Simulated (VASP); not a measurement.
TaN:

```xyz
4
Lattice="3.0500 0.0000 0.0000 -1.5250 2.6414 0.0000 0.0000 0.0000 4.9400" Properties=species:S:1:pos:R:3 pbc="T T T"
Ta    0.0000    1.7609    0.0000
Ta    1.5250    0.8805    2.4700
N     0.0000    1.7609    1.9019
N     1.5250    0.8805    4.3719
```

| Quantity | Value |
| --- | --- |
| Program | VASP 6.6.1 |
| Task | relaxation of cell and atoms |
| Functional | PBE |
| Dispersion | D3(BJ) |
| Potentials or basis | VASP PAW PBE potentials, release 64 (Ta_pv, N) |
| Cutoff | 600 eV |
| k mesh | 6 × 6 × 4 |
| Occupations | gaussian, width 0.1 eV |
| Spin | no spin polarisation |

At the start: pressure 132.4 GPa; volume 9.95 Å³/atom.

Question: How do energy, volume and symmetry change on relaxing?

Answer: Over 16 steps the energy falls by 1309.4 meV/atom and the volume is 12.86 Å³/atom (+29.3 %); space group P6_3mc (No. 186, to 0.05 Å).

The path:
```tsv
step	energy change (eV)	largest force (eV/Å)	pressure (GPa)	volume (Å³)
1	0.0000	2.2767	132.37	39.80
2	8.1246	2.0473	-41.29	108.29
3	-4.1995	0.3462	-17.00	57.63
4	-4.4347	0.3945	-6.10	54.55
5	-4.4654	0.4327	0.82	52.98
6	-4.4649	0.4246	-0.55	53.27
7	-4.7758	1.1612	-6.27	54.08
8	-4.8565	1.3883	-9.07	54.46
9	-5.0470	1.1672	-4.54	53.10
10	-5.1934	0.3954	7.79	49.96
11	-5.2069	0.5966	4.58	50.69
12	-5.2368	0.1273	0.83	51.33
13	-5.2370	0.0688	1.08	51.29
14	-5.2370	0.0537	1.14	51.27
15	-5.2377	0.0429	-0.20	51.51
16	-5.2378	0.0181	0.15	51.45
```

Final structure:
```xyz
4
Lattice="3.1241 0.0000 0.0000 -1.5621 2.7056 0.0000 0.0000 0.0000 6.0866" Properties=species:S:1:pos:R:3 pbc="T T T"
Ta    0.0000    1.8037    0.1874
Ta    1.5621    0.9019    3.2308
N     0.0000    1.8037    2.1559
N     1.5621    0.9019    5.1992
```

Caveat: the k points lie up to 0.39 Å⁻¹ apart in the final cell; the volume moved by over 15 % at a fixed basis, so the end points are rough; the volume moved by +29 % from the deposited cell, more than functionals usually miss; pairwise dispersion overbinds metals, which lowers pressure and volume; the relaxation stopped at a loose force limit of 0.05 eV/Å, so its end isn't a converged minimum.
